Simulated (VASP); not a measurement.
Write the native input for VASP 6.6.1 that does the following.

* Task: single point
* Functional: PBE-based screened hybrid with 25 % exact exchange
* Potentials or basis: VASP PAW PBE potentials, release 64 (Mn_pv, S)
* Cutoff: 400 eV
* k mesh: 5 × 5 × 5
* Occupations: fermi-dirac, width 0.05 eV
* Spin: collinear spin, ferromagnetic start
* Starting moments: [4.0, 0.0] μB
* Dipole correction: no
* Grid for exact exchange (PRECFOCK): Normal
* Share of exact exchange: 0.25
* Further INCAR settings: ALGO = Normal; EDIFF = 1e-06; NBANDS = 20
* Screening parameter: 0.20787 1/Å

The system is MnS.

```
CELL_PARAMETERS angstrom
0.00000 2.60450 2.60450
2.60450 0.00000 2.60450
2.60450 2.60450 0.00000
ATOMIC_POSITIONS crystal
Mn 0.00000 0.00000 0.00000
S 0.50000 0.50000 0.50000
```

One way to write it, as run:

POSCAR

```
MnS
1.0
    0.0000000000      2.6045000000      2.6045000000
    2.6045000000      0.0000000000      2.6045000000
    2.6045000000      2.6045000000      0.0000000000
Mn S
1 1
Direct
    0.0000000000      0.0000000000      0.0000000000
    0.5000000000      0.5000000000      0.5000000000
```

INCAR.step1

```
PREC     = Accurate       # precision mode
ENCUT    = 400            # plane-wave cutoff, eV
EDIFF    = 1E-5           # SCF threshold, eV
ISMEAR   = -1             # smearing method
SIGMA    = 0.05           # smearing width, eV
LREAL    = False          # projectors in reciprocal space
LASPH    = True           # aspherical terms in the spheres
NELM     = 200            # most SCF steps
ALGO     = Normal         # electronic algorithm
ISIF     = 2              # what is computed and relaxed
LWAVE    = True           # write WAVECAR
LCHARG   = False          # write CHGCAR
ISPIN    = 2              # spin polarisation
MAGMOM   = 4 0            # initial moments
LORBIT   = 11             # projections on sites
LMAXMIX  = 4              # l up to which the mixer works
GGA      = PE             # functional
NBANDS   = 20             # bands
GGA_COMPAT= False
```

INCAR.step2

```
PREC     = Accurate       # precision mode
ENCUT    = 400            # plane-wave cutoff, eV
EDIFF    = 1E-6           # SCF threshold, eV
ISMEAR   = -1             # smearing method
SIGMA    = 0.05           # smearing width, eV
LREAL    = False          # projectors in reciprocal space
LASPH    = True           # aspherical terms in the spheres
NELM     = 200            # most SCF steps
ALGO     = Normal         # electronic algorithm
ISIF     = 2              # what is computed and relaxed
LWAVE    = False          # write WAVECAR
LCHARG   = False          # write CHGCAR
ISPIN    = 2              # spin polarisation
MAGMOM   = 4 0            # initial moments
LORBIT   = 11             # projections on sites
LMAXMIX  = 4              # l up to which the mixer works
GGA      = PE             # functional
LHFCALC  = True           # exact exchange
AEXX     = 0.25           # exact-exchange fraction
HFSCREEN = 0.2078699      # screening, 1/A
PRECFOCK = Normal       
ISTART   = 1            
NBANDS   = 20             # bands
GGA_COMPAT= False
```

KPOINTS

```
regular mesh
0
Gamma
  5 5 5
```

Potentials or basis: VASP PAW PBE potentials, release 64 (Mn_pv, S).

Launch:

```bash
$ cat potpaw_PBE.64/Mn_pv/POTCAR potpaw_PBE.64/S/POTCAR > POTCAR
$ cp INCAR.step1 INCAR
$ mpirun -np 1 vasp_std > vasp.out
$ cp INCAR.step2 INCAR
$ mpirun -np 1 vasp_std > vasp.out
```

Results of the run:

```yaml
Pressure: 1.3 GPa
Band_gap_on_the_k_mesh: 1.18 eV (least direct gap 3.39 eV)
Net_moment: 5.00 μB per cell
Site_moments: Mn +4.56; S +0.11 μB
Valence_electrons_inside_the_program's_atomic_spheres: Mn 11.26; S 3.80
```

Caveat: the PAW data sets were made with another functional, which shifts forces and pressure a little; an odd mesh through Γ misses points on the zone boundary, where band edges can lie; a cell with one magnetic atom can't hold antiferromagnetic order, which such compounds often take.

Run time: 33 min on 1 thread of Intel(R) Xeon(R) Platinum 8259CL CPU @ 2.50GHz (Skylake/Cascade Lake), on a shared host, peak memory 0.26 GiB.
